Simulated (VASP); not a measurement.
# H in VASP: further runs, part 2 of 2

VASP 6.6.1. Earlier steps stand in the parts before.

**3. Single point, r2SCAN (functional r2SCAN, strained)**

Input file POSCAR:

```
H
1.0
    1.5792605512     -2.6590799568      0.0000000000
    1.5792605512      2.6590799568      0.0000000000
    0.0000000000      0.0000000000      6.1403293960
H
4
Direct
    0.5959658746      0.4040341254      1.0307270489
    0.4040341254      0.5959658746     -0.0307270489
    0.4040341254      0.5959658746      0.5307270489
    0.5959658746      0.4040341254      0.4692729511
```

Input file INCAR.step1:

```
  PREC = Accurate
  ENCUT = 550
  ISMEAR = 0
  SIGMA = 0.02
  LREAL = F
  LASPH = T
  NELM = 120
  NBANDS = 10
  GGA = PE
  ALGO = Normal
  EDIFF = 1E-5
  LWAVE = T
  LCHARG = F
  GGA_COMPAT = F
```

Input file INCAR.step2:

```
  PREC = Accurate
  ENCUT = 550
  EDIFF = 1E-6
  ISMEAR = 0
  SIGMA = 0.02
  LREAL = F
  LASPH = T
  NELM = 120
  ALGO = Normal
  ISIF = 2
  LWAVE = F
  LCHARG = F
  METAGGA = R2SCAN
  LMIXTAU = T
  NBANDS = 10
  ISTART = 1
  GGA_COMPAT = F
```

Input file KPOINTS:

```
regular mesh
0
Gamma
  8 8 4
```

Potentials or basis: VASP PAW PBE potentials, release 64 (H).

Launch:

```bash
> cat potpaw_PBE.64/H/POTCAR > POTCAR
> cp INCAR.step1 INCAR
> mpirun -np 1 vasp_std > vasp.out
> cp INCAR.step2 INCAR
> mpirun -np 1 vasp_std > vasp.out
```

OUTCAR:

```text
PREC = Accurate
   ENCUT = 550
   EDIFF = 1E-6
   ISMEAR = 0
   LREAL = F
   LASPH = T
   NELM = 120
   ISIF = 2
   METAGGA = R2SCAN
   ISTART = 1

 ion  position               nearest neighbor table
   1  0.596  0.404  0.031-
   2  0.404  0.596  0.969-
   3  0.404  0.596  0.531-
   4  0.596  0.404  0.469-

  LATTYP: Found a base centered orthorhombic cell.
 ALAT       =     3.1585211024
 B/A-ratio  =     1.6837500024
 C/A-ratio  =     1.9440520411

  Lattice vectors:

 A1 = (   1.5792605512,  -2.6590799568,   0.0000000000)
 A2 = (   1.5792605512,   2.6590799568,   0.0000000000)
 A3 = (   0.0000000000,   0.0000000000,   6.1403293960)

Analysis of symmetry for initial positions (statically):
=====================================================================
 Subroutine PRICEL returns:
 Original cell was already a primitive cell.

 Routine SETGRP: Setting up the symmetry group for a
 base centered orthorhombic supercell.

 Subroutine GETGRP returns: Found  8 space group operations
 (whereof  4 operations were pure point group operations)
 out of a pool of  8 trial point group operations.

The static configuration has the point symmetry C_2h.
 The point group associated with its full space group is D_2h.

Analysis of symmetry for dynamics (positions and initial velocities):
=====================================================================
 Subroutine PRICEL returns:
 Original cell was already a primitive cell.

 Routine SETGRP: Setting up the symmetry group for a
 base centered orthorhombic supercell.

 Subroutine GETGRP returns: Found  8 space group operations
 (whereof  4 operations were pure point group operations)
 out of a pool of  8 trial point group operations.

[... 128 lines left out ...]
  Thomas-Fermi vector in A             =   1.781696
   LORBIT       =      0    0 simple, 1 ext, 2 COOP (PROOUT), +10 PAW based schemes
   METAGGA = R2SCAN    functional components
   LHFCALC =     F    Hartree Fock is set to
   AEXX    =    0.0000 exact exchange contribution
   IVDW    =     0    specifies the selected vdW correction
   LEPSILON=     F    determine dielectric tensor
   LRPA    =     F    only Hartree local field effects (RPA)
 non-spin polarized calculation
 Gauss-broadening in eV      SIGMA  =   0.02
  energy-cutoff  :      550.00
  volume of cell :       51.57
 maximum number of plane-waves:      1530
   NGX = 11   NGY = 11   NGZ = 23

 number of electron       4.0000000 magnetization

 Free energy of the ion-electron system (eV)
  ---------------------------------------------------
  ext. energy  EPLUGINS =         0.00000000
  ---------------------------------------------------
  free energy    TOTEN  =       -11.49126412 eV

  energy without entropy =      -11.49126412  energy(sigma->0) =      -11.49126412

 E-fermi :  -6.4891     XC(G=0):  -5.6744

 val. band max:       -6.6080778120   @ k =   0.5000   0.5000   0.0000
 cond. band min:      -2.2698301749   @ k =   0.5000   0.5000   0.0000
 fundamental gap:      4.3382476371
 Fermi energy:        -6.4891013170

 k-point     1 :       0.0000    0.0000    0.0000
  band No.  band energies     occupation
      1     -10.1048      2.00000
      2      -8.9391      2.00000
      3      -0.0942      0.00000
      4       5.4846      0.00000
      5       6.4535      0.00000
      6       6.6156      0.00000
      7      11.9167      0.00000
      8      12.1089      0.00000
      9      14.2762      0.00000
     10      14.6498      0.00000
[... 287 lines left out ...]
 k-point    24 :       0.2500   -0.0000    0.2500
  band No.  band energies     occupation
      1      -9.1428      2.00000
      2      -8.3934      2.00000
      3       1.1209      0.00000
      4       2.9604      0.00000
      5       4.0179      0.00000
      6       6.4348      0.00000
      7       9.0634      0.00000
      8      10.0469      0.00000
      9      12.0962      0.00000
     10      12.9731      0.00000

 [... further k-points ...]

------------------------ aborting loop because EDIFF is reached ----------------------------------------

  FORCE on cell =-STRESS in cart. coord.  units (eV):
  Direction    XX          YY          ZZ          XY          YZ          ZX
  --------------------------------------------------------------------------------------
  -------------------------------------------------------------------------------------
  Total        0.0598061     -9.0870815     -1.0902596      0.0000000      0.0000000      0.0000000
  in kB        1.8580150   -282.3112325    -33.8714389      0.0000000      0.0000000      0.0000000
  external PRESSURE =    -104.7748854 kB  Pullay stress =       0.0000000 kB

 VOLUME and BASIS-vectors are now :
 -----------------------------------------------------------------------------
  energy-cutoff  :      550.00
  volume of cell :       51.57
      direct lattice vectors                 reciprocal lattice vectors
     1.579260551 -2.659079957  0.000000000     0.316603869 -0.188034963  0.000000000
     1.579260551  2.659079957  0.000000000     0.316603869  0.188034963  0.000000000
     0.000000000  0.000000000  6.140329396     0.000000000  0.000000000  0.162857713

 POSITION                                       TOTAL-FORCE (eV/Angst)
 -----------------------------------------------------------------------------------
      1.57926     -0.51036      0.18867         0.000000      4.428564     -1.636362
      1.57926      0.51036      5.95166         0.000000     -4.428564      1.636362
      1.57926      0.51036      3.25884         0.000000     -4.428564     -1.636362
      1.57926     -0.51036      2.88149         0.000000      4.428564      1.636362
 -----------------------------------------------------------------------------------
    total drift:                                0.000000      0.000000      0.000000

  FREE ENERGIE OF THE ION-ELECTRON SYSTEM (eV)
  ---------------------------------------------------
  free  energy   TOTEN  =       -11.4912641166 eV

  energy  without entropy=      -11.4912641166  energy(sigma->0) =      -11.49126412
```

OUTCAR.step1:

```text
PREC = Accurate
   ENCUT = 550
   ISMEAR = 0
   LREAL = F
[... 544 lines left out ...]
      1.57926     -0.51036      0.18867         0.000000      4.197072     -1.557758
      1.57926      0.51036      5.95166         0.000000     -4.197072      1.557758
      1.57926      0.51036      3.25884         0.000000     -4.197072     -1.557758
      1.57926     -0.51036      2.88149         0.000000      4.197072      1.557758
 -----------------------------------------------------------------------------------
    total drift:                                0.000000      0.000000      0.000000

  FREE ENERGIE OF THE ION-ELECTRON SYSTEM (eV)
  ---------------------------------------------------
  free  energy   TOTEN  =       -11.4461077580 eV

  energy  without entropy=      -11.4461077580  energy(sigma->0) =      -11.44610776
```

OSZICAR.step1:

```text
N       E                     dE             d eps       ncg     rms          rms(c)
DAV:   1    -0.475881015831E+01   -0.47588E+01   -0.15436E+03  1260   0.298E+02
DAV:   2    -0.115222210616E+02   -0.67634E+01   -0.66627E+01  1554   0.454E+01
DAV:   3    -0.117606576821E+02   -0.23844E+00   -0.23830E+00  1568   0.770E+00
DAV:   4    -0.117611925583E+02   -0.53488E-03   -0.53486E-03  1424   0.385E-01
DAV:   5    -0.117611937869E+02   -0.12286E-05   -0.12286E-05  1510   0.207E-02    0.327E+00
DAV:   6    -0.115534342323E+02    0.20776E+00   -0.79484E-02  1330   0.988E-01    0.188E+00
DAV:   7    -0.114420398508E+02    0.11139E+00   -0.20071E-01  1336   0.164E+00    0.183E-01
DAV:   8    -0.114463698480E+02   -0.43300E-02   -0.70687E-03  1286   0.408E-01    0.949E-02
DAV:   9    -0.114461017453E+02    0.26810E-03   -0.46752E-04  1482   0.950E-02    0.526E-03
DAV:  10    -0.114461077580E+02   -0.60126E-05   -0.12008E-05  1364   0.203E-02
   1 F= -.11446108E+02 E0= -.11446108E+02  d E =-.291909E-21
```

Run time: 32 s. Hardware: 1 thread of Intel Xeon 6975P-C (Granite Rapids), shared host; peak memory 0.17 GiB.

What came out:

| Property | Result |
| --- | --- |
| Free energy | -11.4913 eV |
| Pressure | -10.5 GPa |
| Largest force | 4.721 eV/Å |
| Band gap on the k mesh | 4.34 eV, direct |

Forces in eV/Å, atoms in the order of the input:
```
H    0.000  4.429 -1.636
H    0.000 -4.429  1.636
H    0.000 -4.429 -1.636
H    0.000  4.429  1.636
```

Caveat: the cell differs from its parent crystal (functional r2SCAN, strained); the PAW data sets were made with another functional, which shifts forces and pressure a little. A k mesh can miss the band edges.
